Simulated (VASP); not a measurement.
# SiC (P6_3mc) in VASP: further runs

Runs on SiC. Level: PBE. Tasks: single point.

Everything below comes from runs of VASP 6.6.1. Logs are shortened: lines on timing, memory, paths and dates and some standing lists are left out, and cuts for length are marked.

## Step 1: The cell of the first run

It takes space group P6_3mc (No. 186, hexagonal). Conventional cell: a = 3.092 Å, b = 3.092 Å, c = 5.074 Å, α = 90.00°, β = 90.00°, γ = 120.00°. Si (site symmetry 3m) has 4 C at 1.89 to 1.91 Å within 2.5 Å. Within 2.5 Å of C (site symmetry 3m) lie 4 Si at 1.89 to 1.91 Å.

## Step 2: Single point, PBE

File INCAR:

```
SYSTEM = SiC
PREC = Accurate
ENCUT = 520
EDIFF = 1E-6
ISMEAR = -5
SIGMA = 0.1
LREAL = .FALSE.
LASPH = .TRUE.
NELM = 60
ALGO = Normal
ISIF = 2
LWAVE = .FALSE.
LCHARG = .TRUE.
GGA = PE
LELF = .TRUE.
LVHAR = .TRUE.
NBANDS = 16
```

File KPOINTS:

```
regular mesh
0
G
  12 12 8
  0 0 0
```

File POSCAR:

```
SiC
1.0
    3.0919366045      0.0000000000      0.0000000000
   -1.5459683023      2.6776956464      0.0000000000
    0.0000000000      0.0000000000      5.0743114968
Si C
2 2
Direct
    0.3333333333      0.6666666667      0.0045824632
    0.6666666667      0.3333333333      0.5045824632
    0.3333333333      0.6666666667      0.3804175368
    0.6666666667      0.3333333333      0.8804175368
```

Potentials or basis: VASP PAW PBE potentials, release 64 (Si, C).

Started as:

```bash
$ cat potpaw_PBE.64/Si/POTCAR potpaw_PBE.64/C/POTCAR > POTCAR
$ mpirun -np 1 vasp_std > vasp.out
```

OUTCAR:

```text
SYSTEM = SiC
   PREC = Accurate
   ENCUT = 520
   EDIFF = 1E-6
   ISMEAR = -5
   LREAL = .FALSE.
   LASPH = .TRUE.
   NELM = 60
   ISIF = 2
   GGA = PE

 ion  position               nearest neighbor table
   1  0.333  0.667  0.005-   4 1.89   4 1.89   4 1.89   3 1.91   2 3.10   2 3.10   2 3.10   2 3.10
                             2 3.10   2 3.10
   2  0.667  0.333  0.505-   3 1.89   3 1.89   3 1.89   4 1.91   1 3.10   1 3.10   1 3.10   1 3.10
                             1 3.10   1 3.10
   3  0.333  0.667  0.380-   2 1.89   2 1.89   2 1.89   1 1.91
   4  0.667  0.333  0.880-   1 1.89   1 1.89   1 1.89   2 1.91

  LATTYP: Found a hexagonal cell.
 ALAT       =     3.0919366045
 C/A-ratio  =     1.6411434469

  Lattice vectors:

 A1 = (   3.0919366045,   0.0000000000,   0.0000000000)
 A2 = (  -1.5459683023,   2.6776956464,   0.0000000000)
 A3 = (   0.0000000000,   0.0000000000,   5.0743114968)

Analysis of symmetry for initial positions (statically):
=====================================================================
 Subroutine PRICEL returns:
 Original cell was already a primitive cell.

 Routine SETGRP: Setting up the symmetry group for a
 hexagonal supercell.

 Subroutine GETGRP returns: Found 12 space group operations
 (whereof  6 operations were pure point group operations)
 out of a pool of 24 trial point group operations.

The static configuration has the point symmetry C_3v.
 The point group associated with its full space group is C_6v.

Analysis of symmetry for dynamics (positions and initial velocities):
=====================================================================
 Subroutine PRICEL returns:
 Original cell was already a primitive cell.

 Routine SETGRP: Setting up the symmetry group for a
 hexagonal supercell.

 Subroutine GETGRP returns: Found 12 space group operations
 (whereof  6 operations were pure point group operations)
 out of a pool of 24 trial point group operations.

The dynamic configuration has the point symmetry C_3v.
 The point group associated with its full space group is C_6v.

 Subroutine INISYM returns: Found 12 space group operations
 (whereof  6 operations are pure point group operations),
 and found     1 'primitive' translations

[... 93 lines left out ...]
   ICHARG =      2    charge: 1-file 2-atom 10-const
   ISPIN  =      1    spin polarized calculation?
   LNONCOLLINEAR =      F non collinear calculations
   LSORBIT =      F    spin-orbit coupling
   LASPH  =      T    aspherical Exc in radial PAW
   ENCUT  =  520.0 eV  38.22 Ry    6.18 a.u.   5.75  5.75  9.43*2*pi/ulx,y,z
   NELM   =     60;   NELMIN=  2; NELMDL= -5     # of ELM steps
   EDIFF  = 0.1E-05   stopping-criterion for ELM
   LREAL  =      F    real-space projection
   EDIFFG = 0.1E-04   stopping-criterion for IOM
   NSW    =      0    number of steps for IOM
   IBRION =     -1    ionic relax: 0-MD 1-quasi-New 2-CG
   NFREE  =      0    steps in history (QN), initial steepest desc. (CG)
   ISIF   =      2    stress and relaxation
   ISYM   =      2    0-nonsym 1-usesym 2-fastsym
   POTIM  = 0.5000    time-step for ionic-motion
   TEBEG  =    0.0;   TEEND  =   0.0 temperature during run
   PSTRESS=    0.0 pullay stress
   NELECT =      16.0000    total number of electrons
   NUPDOWN=      -1.0000    fix difference up-down
   EMIN   =  10.00;   EMAX   =-10.00  energy-range for DOS
   EFERMI =   0.00;   METHOD = LEGACY
   ISMEAR =    -5;   SIGMA  =   0.10  broadening in eV -4-tet -1-fermi 0-gaus
   EFERMI_NEDOS =   21; number of points for ismear=-14 and -15
   IALGO  =     38    algorithm
   IMIX   =      4    mixing-type and parameters
     AMIX     =   0.40;   BMIX     =  1.00
     AMIX_MAG =   1.60;   BMIX_MAG =  1.00
  volume/ion in A,a.u.               =      10.50        70.88
  Fermi-wavevector in a.u.,A,eV,Ry     =   1.186657  2.242456 19.159108  1.408155
  Thomas-Fermi vector in A             =   2.322825
   LORBIT       =      0    0 simple, 1 ext, 2 COOP (PROOUT), +10 PAW based schemes
   GGA     = PE    functional components
   LHFCALC =     F    Hartree Fock is set to
   AEXX    =    0.0000 exact exchange contribution
   IVDW    =     0    specifies the selected vdW correction
   LEPSILON=     F    determine dielectric tensor
   LRPA    =     F    only Hartree local field effects (RPA)
 non-spin polarized calculation
 Fermi weights with tetrahedron method with Bloechl corrections
  energy-cutoff  :      520.00
  volume of cell :       42.01
 maximum number of plane-waves:      1170
 NGX is ok and might be reduce to    24
   NGX = 11   NGY = 11   NGZ = 19

 number of electron      16.0000000 magnetization

 Free energy of the ion-electron system (eV)
  ---------------------------------------------------
  ext. energy  EPLUGINS =         0.00000000
  ---------------------------------------------------
  free energy    TOTEN  =       -30.11026061 eV

  energy without entropy =      -30.11026061  energy(sigma->0) =      -30.11026061

 E-fermi :   8.1449     XC(G=0): -11.2826

 val. band max:        8.0839568285   @ k =   0.0000   0.0000   0.0000
 cond. band min:      10.3872234168   @ k =   0.3333   0.3333   0.0000
 fundamental gap:      2.3032665883
 Fermi energy:         8.1448563118

 k-point     1 :       0.0000    0.0000    0.0000
  band No.  band energies     occupation
      1      -7.3614      2.00000
      2      -3.8523      2.00000
      3      -0.5244      2.00000
      4       6.7747      2.00000
      5       6.7747      2.00000
      6       7.9738      2.00000
[... 433 lines left out ...]
      3       0.7499      2.00000
      4       2.2801      2.00000
      5       3.4849      2.00000
      6       5.2185      2.00000
[... 8 lines left out ...]
     15      19.0866      0.00000
     16      20.0422      0.00000

 [... further k-points ...]
[... 5 lines left out ...]
  --------------------------------------------------------------------------------------
  -------------------------------------------------------------------------------------
  Total       -0.0137876     -0.0137876     -0.0106831      0.0000000      0.0000000      0.0000000
  in kB       -0.5258121     -0.5258121     -0.4074157      0.0000000      0.0000000      0.0000000
  external PRESSURE =      -0.4863467 kB  Pullay stress =       0.0000000 kB

 VOLUME and BASIS-vectors are now :
 -----------------------------------------------------------------------------
  energy-cutoff  :      520.00
  volume of cell :       42.01
      direct lattice vectors                 reciprocal lattice vectors
     3.091936604  0.000000000  0.000000000     0.323421896  0.186727719  0.000000000
    -1.545968302  2.677695646  0.000000000     0.000000000  0.373455438  0.000000000
     0.000000000  0.000000000  5.074311497     0.000000000  0.000000000  0.197071071

 POSITION                                       TOTAL-FORCE (eV/Angst)
 -----------------------------------------------------------------------------------
     -0.00000      1.78513      0.02325        -0.000000      0.000000      0.000142
      1.54597      0.89257      2.56041         0.000000      0.000000      0.000142
     -0.00000      1.78513      1.93036         0.000000      0.000000     -0.000142
      1.54597      0.89257      4.46751        -0.000000      0.000000     -0.000142
 -----------------------------------------------------------------------------------
    total drift:                               -0.000000      0.000000      0.000513

  FREE ENERGIE OF THE ION-ELECTRON SYSTEM (eV)
  ---------------------------------------------------
  free  energy   TOTEN  =       -30.1102606097 eV

  energy  without entropy=      -30.1102606097  energy(sigma->0) =      -30.11026061
```

OSZICAR:

```text
N       E                     dE             d eps       ncg     rms          rms(c)
DAV:   1     0.251788763991E+02    0.25179E+02   -0.71190E+03  3040   0.892E+02
DAV:   2    -0.312293600797E+02   -0.56408E+02   -0.51730E+02  4360   0.158E+02
DAV:   3    -0.337312688691E+02   -0.25019E+01   -0.24915E+01  3976   0.305E+01
DAV:   4    -0.337497329288E+02   -0.18464E-01   -0.18460E-01  3720   0.322E+00
DAV:   5    -0.337499159177E+02   -0.18299E-03   -0.18299E-03  3936   0.304E-01    0.123E+01
DAV:   6    -0.301889286092E+02    0.35610E+01   -0.64478E+00  3824   0.155E+01    0.550E+00
DAV:   7    -0.301278192498E+02    0.61109E-01   -0.10760E+00  4344   0.603E+00    0.245E+00
DAV:   8    -0.301114417779E+02    0.16377E-01   -0.45451E-02  3408   0.137E+00    0.619E-01
DAV:   9    -0.301099101439E+02    0.15316E-02   -0.74375E-03  3944   0.583E-01    0.124E-01
DAV:  10    -0.301102315173E+02   -0.32137E-03   -0.10353E-03  3672   0.185E-01    0.576E-02
DAV:  11    -0.301102589446E+02   -0.27427E-04   -0.10016E-04  3536   0.706E-02    0.136E-02
DAV:  12    -0.301102600430E+02   -0.10985E-05   -0.69148E-06  4000   0.167E-02    0.408E-03
DAV:  13    -0.301102606097E+02   -0.56663E-06   -0.46301E-07  2592   0.461E-03
   1 F= -.30110261E+02 E0= -.30110261E+02  d E =0.000000E+00
```

stdout:

```text
POSCAR found type information on POSCAR SiC
 POSCAR found :  2 types and       4 ions
 scaLAPACK will be used
 LDA part: xc-table for (Slater+PW92), standard interpolation
 POSCAR, INCAR and KPOINTS ok, starting setup
 FFT: planning ... GRIDC
 FFT: planning ... GRID_SOFT
 FFT: planning ... GRID
 WAVECAR not read
 entering main loop
```

It took 35 s on 1 thread of Intel Xeon Platinum 8259CL at 2.50GHz (Skylake/Cascade Lake), shared host; peak memory 0.19 GiB.

What came out:

```
Free energy            : -30.1103 eV
Pressure               : 0.0 GPa
Band gap on the k mesh : 2.30 eV, indirect (least direct gap 3.94 eV)
```

Levels at points of the mesh, in eV from the valence-band top:
| k point | band 4 | band 5 | band 6 | band 7 | band 8 | band 9 | band 10 | band 11 | band 12 | band 13 |
| --- | --- | --- | --- | --- | --- | --- | --- | --- | --- | --- |
| (0.00, 0.00, 0.00) | -1.31 | -1.31 | -0.11 | 0.00 | 0.00 | 4.67 | 6.04 | 6.57 | 6.57 | 7.62 |
| (0.50, 0.00, 0.00) | -6.25 | -5.37 | -3.29 | -3.24 | -1.19 | 2.75 | 4.21 | 6.76 | 7.07 | 9.91 |
| (0.00, 0.00, 0.50) | -4.41 | -0.71 | -0.71 | -0.71 | -0.71 | 5.76 | 5.76 | 7.27 | 7.27 | 7.27 |
| (0.50, 0.00, 0.50) | -8.19 | -2.42 | -2.42 | -2.31 | -2.31 | 3.25 | 3.25 | 5.19 | 5.19 | 10.26 |

A k mesh can miss the band edges. As with any semilocal functional, this PBE gap is likely too small.

## Step 3: Single point, PBE (volume scaled by 1.020)

File INCAR:

```
SYSTEM = SiC
  PREC = Accurate
  ENCUT = 520
  EDIFF = 1E-7
  ISMEAR = 0
  SIGMA = 0.05
  LREAL = .FALSE.
  LASPH = .TRUE.
  NELM = 60
  ALGO = Normal
  ISIF = 2
  LWAVE = .FALSE.
  LCHARG = .TRUE.
  GGA = PE
  LELF = .TRUE.
  LVHAR = .TRUE.
  NBANDS = 16
```

File KPOINTS:

```
Automatic mesh
0
G
  12 12 8
  0 0 0
```

File POSCAR:

```
SiC
1.0
    3.1124136026      0.0000000000      0.0000000000
   -1.5562068013      2.6954292469      0.0000000000
    0.0000000000      0.0000000000      5.1079171881
Si C
2 2
Direct
    0.3333333333      0.6666666667      0.0045824632
    0.6666666667      0.3333333333      0.5045824632
    0.3333333333      0.6666666667      0.3804175368
    0.6666666667      0.3333333333      0.8804175368
```

Potentials or basis: VASP PAW PBE potentials, release 64 (Si, C).

Started as:

```bash
$ cat potpaw_PBE.64/Si/POTCAR potpaw_PBE.64/C/POTCAR > POTCAR
$ mpirun -np 1 vasp_std > vasp.out
```

Run time: 37 s. Hardware: 1 thread of Intel Xeon Platinum 8259CL at 2.50GHz (Skylake/Cascade Lake), shared host; peak memory 0.19 GiB.

The run converged. Its results:

| Quantity | Value |
| --- | --- |
| Free energy | -30.0994 eV |
| Pressure | -4.1 GPa |
| Largest force | 0.003 eV/Å |
| Band gap on the k mesh | 2.34 eV, indirect (least direct gap 3.90 eV) |

Forces on the atoms (eV/Å):
```
Si   0.000  0.000 -0.003
Si   0.000  0.000 -0.003
C    0.000  0.000  0.003
C    0.000  0.000  0.003
```

Stress tensor (GPa, compression positive):
```
-4.14  0.00  0.00
 0.00 -4.14  0.00
 0.00  0.00 -4.03
```

Levels at points of the mesh, in eV from the valence-band top:
```
           k point  band 5  band 6  band 7  band 8  band 9  band 10  band 11  band 12
(0.00, 0.00, 0.00)   -1.30   -0.11    0.00    0.00    4.51     5.83     6.46     6.46
(0.50, 0.00, 0.00)   -5.30   -3.25   -3.19   -1.18    2.72     4.19     6.61     6.99
(0.00, 0.00, 0.50)   -0.70   -0.70   -0.70   -0.70    5.59     5.59     7.16     7.16
(0.50, 0.00, 0.50)   -2.39   -2.39   -2.29   -2.29    3.21     3.21     5.11     5.11
```

 A k mesh can miss the band edges.

## Step 4: Single point, PBE (volume scaled by 1.040)

File INCAR:

```
ALGO = Normal
EDIFF = 1E-7
ENCUT = 520
GGA = PE
ISIF = 2
ISMEAR = 0
LASPH = True
LCHARG = False
LREAL = False
LWAVE = False
NBANDS = 16
NELM = 60
PREC = Accurate
SIGMA = 0.05
```

File KPOINTS:

```
k-points
0
Gamma
  12 12 8
```

File POSCAR:

```
SiC
1.0
    3.1322574748      0.0000000000      0.0000000000
   -1.5661287374      2.7126145444      0.0000000000
    0.0000000000      0.0000000000      5.1422917869
Si C
2 2
Direct
    0.3333333333      0.6666666667      0.0045988441
    0.6666666667      0.3333333333      0.5045988441
    0.3333333333      0.6666666667      0.3804011559
    0.6666666667      0.3333333333      0.8804011559
```

Started as:

```bash
$ cat potpaw_PBE.64/Si/POTCAR potpaw_PBE.64/C/POTCAR > POTCAR
$ mpirun -np 1 vasp_std > vasp.out
```

Wall time 38 s (1 thread of Intel Xeon Platinum 8259CL at 2.50GHz (Skylake/Cascade Lake), shared host); peak memory 0.19 GiB.

It converged, with:

* Free energy: -30.0684 eV
* Pressure: -7.8 GPa
* Largest force: 0.007 eV/Å
* Band gap on the k mesh: 2.37 eV, indirect (least direct gap 3.87 eV)

Forces on the atoms (eV/Å):
```
Si   0.000  0.000 -0.007
Si   0.000  0.000 -0.007
C    0.000  0.000  0.007
C    0.000  0.000  0.007
```

Levels at points of the mesh, in eV from the valence-band top:
```tsv
k point	band 6	band 7	band 8	band 9	band 10	band 11
(0.00, 0.00, 0.00)	-0.11	0.00	0.00	4.36	5.62	6.35
(0.50, 0.00, 0.00)	-3.21	-3.13	-1.18	2.69	4.17	6.46
(0.00, 0.00, 0.50)	-0.70	-0.70	-0.70	5.43	5.43	7.06
(0.50, 0.00, 0.50)	-2.37	-2.27	-2.27	3.16	3.16	5.03
```

## Step 5: Summary

| cell | smearing | gap on the mesh (eV) | pressure (GPa) |
| --- | --- | --- | --- |
| a = 3.092, b = 3.092, c = 5.074 Å, angles 90.0, 90.0, 120.0°, 4 atoms | tetrahedron | 2.30 | 0.0 |
| a = 3.112, b = 3.112, c = 5.108 Å, angles 90.0, 90.0, 120.0°, 4 atoms | gaussian 0.05 eV | 2.34 | -4.1 |
| a = 3.132, b = 3.132, c = 5.142 Å, angles 90.0, 90.0, 120.0°, 4 atoms | gaussian 0.05 eV | 2.37 | -7.8 |

Alike in all rows: task single point; level PBE; potentials or basis VASP PAW PBE potentials, release 64 (Si, C); no spin polarisation; k mesh 12 × 12 × 8; cutoff (eV) 520.

Absolute energies hang on the potentials; compare differences alone.
